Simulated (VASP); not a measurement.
ZrB2, 3 atoms in the cell. Symmetry: P6/mmm, No. 191, hexagonal system. The conventional cell has a = 3.165 Å, b = 3.165 Å, c = 3.590 Å, α = 90.00°, β = 90.00°, γ = 120.00°. Within 3.4 Å of Zr (site symmetry 6/mmm) lie 12 B at 2.56 Å and 6 Zr at 3.16 Å. B (site symmetry -6m2) has 3 B at 1.83 Å within 2.4 Å.  This cell differs from its parent crystal: zz strain of +2 %.

* Program: VASP 6.6.1
* Task: single point
* Functional: PBE
* Potentials or basis: VASP PAW PBE potentials, release 64 (Zr_sv, B)
* Cutoff: 520 eV
* k mesh: 12 × 12 × 9
* Occupations: fermi-dirac, width 0.05 eV
* Spin: no spin polarisation
* Dipole correction: no
* Further INCAR settings: ALGO = Normal; EDIFF = 1e-07; NBANDS = 16

Potentials or basis: VASP PAW PBE potentials, release 64 (Zr_sv, B).

Command:

```sh
$ cat potpaw_PBE.64/Zr_sv/POTCAR potpaw_PBE.64/B/POTCAR > POTCAR
$ mpirun -np 1 vasp_std > vasp.out
```

Hardware: 1 thread of Intel Xeon 8259CL (shared host).

How long does it take, and how much memory?

Wall time 63 s on 1 thread of Intel Xeon 8259CL, on a shared host, peak memory 0.17 GiB. Counts: scf iterations 14, k points 95.
